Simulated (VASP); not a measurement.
Sn: electric field gradients with LDA

Crystal: Sn.

```
CELL_PARAMETERS angstrom
-0.09737 3.19692 3.19692
3.19692 -0.09737 3.19692
3.19692 3.19692 -0.09737
ATOMIC_POSITIONS crystal
Sn 0.50000 0.50000 0.50000
Sn 0.75000 0.75000 0.75000
```

This cell differs from its parent crystal: equal xy, yz and zx shear strains of -3 %.

```
Program                : VASP 6.6.1
Task                   : electric field gradients
Functional             : LDA
Potentials or basis    : VASP PAW LDA potentials, release 64 (Sn_d)
Cutoff                 : 520 eV
k mesh                 : 9 × 9 × 9
Occupations            : fermi-dirac, width 0.03 eV
Spin                   : no spin polarisation
Dipole correction      : no
Further INCAR settings : ALGO = Normal; EDIFF = 1e-08; NBANDS = 21
```

The pressure is -0.2 GPa, the largest force is 0.523 eV/Å and the band gap on the k mesh is zero (band 14 reaches 5.44 eV, above the bottom of band 15 at 5.03 eV).

Forces on the atoms (eV/Å):
```
Sn  -0.302 -0.302 -0.302
Sn   0.302  0.302  0.302
```

Stress tensor (GPa, compression positive):
```
-0.17  1.61  1.61
 1.61 -0.17  1.61
 1.61  1.61 -0.17
```

Levels at points of the mesh, in eV from the Fermi level:
```
           k point  band 10  band 11  band 12  band 13  band 14  band 15  band 16  band 17  band 18  band 19
(0.00, 0.00, 0.00)   -21.11   -10.57    -0.75     0.16     0.16     0.18     2.04     2.04     2.66     4.97
```

Electric field gradients, principal values (V/Å²):
```tsv
atom	least	middle	greatest (by size)
1 Sn	23.613	23.613	-47.226
2 Sn	23.613	23.613	-47.226
```

It took 77 s on 1 thread of AMD EPYC 9R45 96-Core Processor (Zen 5) (shared host), peak memory 0.19 GiB.

Caveat: the cell differs from its parent crystal (equal xy, yz and zx shear strains of -3 %); without QUAD_EFG the Cq values of the log hold for a quadrupole moment of 1 mb, not for the nuclei; spin-orbit coupling is left out, which moves the levels of the heavy elements.
